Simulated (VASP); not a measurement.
Crystal: BP4.

```
CELL_PARAMETERS angstrom
3.19532 0.00000 0.00000
-1.59766 2.76723 0.00000
0.00000 0.00000 10.21953
ATOMIC_POSITIONS crystal
B 0.66667 0.33333 0.50000
P 0.33333 0.66667 0.14899
P 0.33333 0.66667 0.85101
P 0.00000 0.00000 0.50000
P 0.66667 0.33333 0.00000
```

The cell was built from a structure type or drawn by symmetry, and may not be a known phase.

| Item | Value |
| --- | --- |
| Program | VASP 6.6.1 |
| Task | relaxation of cell and atoms |
| Functional | PBE |
| Potentials or basis | VASP PAW PBE potentials, release 64 (B, P) |
| Cutoff | 600 eV |
| k mesh | 12 × 12 × 4 |
| Occupations | gaussian, width 0.1 eV |
| Spin | no spin polarisation |

At the start: pressure -0.4 GPa; volume 18.07 Å³/atom.

Q: Where does the relaxation end?

A: Over 19 steps the energy falls by 5.5 meV/atom and the volume is 19.05 Å³/atom (+5.4 %); space group P-6m2 (No. 187, to 0.1 Å) before and after.

Step by step:
```tsv
step	energy change (eV)	largest force (eV/Å)	pressure (GPa)	volume (Å³)
1	0.0000	0.3406	-0.38	90.36
2	-0.0226	0.0028	0.34	89.79
3	-0.0226	0.0087	0.32	89.80
4	-0.0226	0.0144	0.30	89.81
5	-0.0229	0.0432	-0.11	90.24
6	-0.0230	0.0295	-0.02	90.14
7	-0.0231	0.0354	0.00	90.21
8	-0.0235	0.0517	0.05	90.44
9	-0.0236	0.0808	0.14	90.88
10	-0.0237	0.0715	0.11	90.73
11	-0.0238	0.0712	0.11	90.78
12	-0.0240	0.0700	0.09	90.91
13	-0.0244	0.0676	0.07	91.18
14	-0.0251	0.0627	0.02	91.72
15	-0.0262	0.0504	-0.07	92.80
16	-0.0271	0.0136	-0.21	94.96
17	-0.0272	0.0331	0.22	95.31
18	-0.0274	0.0134	0.03	95.16
19	-0.0274	0.0000	0.03	95.27
```

Final structure:
```cif
data_structure
_symmetry_space_group_name_H-M 'P 1'
_symmetry_Int_Tables_number 1
_cell_length_a 3.1690
_cell_length_b 3.1690
_cell_length_c 10.9548
_cell_angle_alpha 90.000
_cell_angle_beta 90.000
_cell_angle_gamma 120.000
_cell_volume 95.27
loop_
_atom_site_label
_atom_site_type_symbol
_atom_site_fract_x
_atom_site_fract_y
_atom_site_fract_z
_atom_site_occupancy
B1 B 0.66667 0.33333 0.50000 1
P1 P 0.33333 0.66667 0.14211 1
P2 P 0.33333 0.66667 0.85789 1
P3 P 0.00000 0.00000 0.50000 1
P4 P 0.66667 0.33333 0.00000 1
```

Caveat: this functional lacks dispersion, which binds the layers, so the pressure and a relaxed spacing across them are unreliable.
